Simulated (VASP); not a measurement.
A run of VASP 6.6.1:

INCAR

```
SYSTEM = ZnO
  PREC = Accurate
  ENCUT = 520
  EDIFF = 1E-6
  ISMEAR = 0
  SIGMA = 0.01
  LREAL = .FALSE.
  LASPH = .TRUE.
  NELM = 60
  ALGO = Normal
  ISIF = 2
  LWAVE = .FALSE.
  LCHARG = .FALSE.
  GGA = CA
  NBANDS = 26
```

KPOINTS

```
regular mesh
0
G
  9 9 6
  0 0 0
```

Contents of POSCAR:

```
ZnO
1.0
    3.2498000000      0.0000000000      0.0000000000
   -1.6249000000      2.8144093572      0.0000000000
    0.0000000000      0.0000000000      5.2066000000
Zn O
2 2
Direct
    0.3333333333      0.6666666667      0.0000000000
    0.6666666667      0.3333333333      0.5000000000
    0.3333333333      0.6666666667      0.3997100000
    0.6666666667      0.3333333333      0.8997100000
```

Potentials or basis: VASP PAW LDA potentials, release 64 (Zn, O).

Command:

```console
$ cat potpaw_LDA.64/Zn/POTCAR potpaw_LDA.64/O/POTCAR > POTCAR
$ mpirun -np 1 vasp_std > vasp.out
```

Hardware: 1 thread of AMD EPYC 7R13 (shared host).

Question: How long does it take, and how much memory?

Answer: It took 120 s on 1 thread of AMD EPYC 7R13, on a shared host, peak memory 0.14 GiB. Counts: scf iterations 15, k points 48.
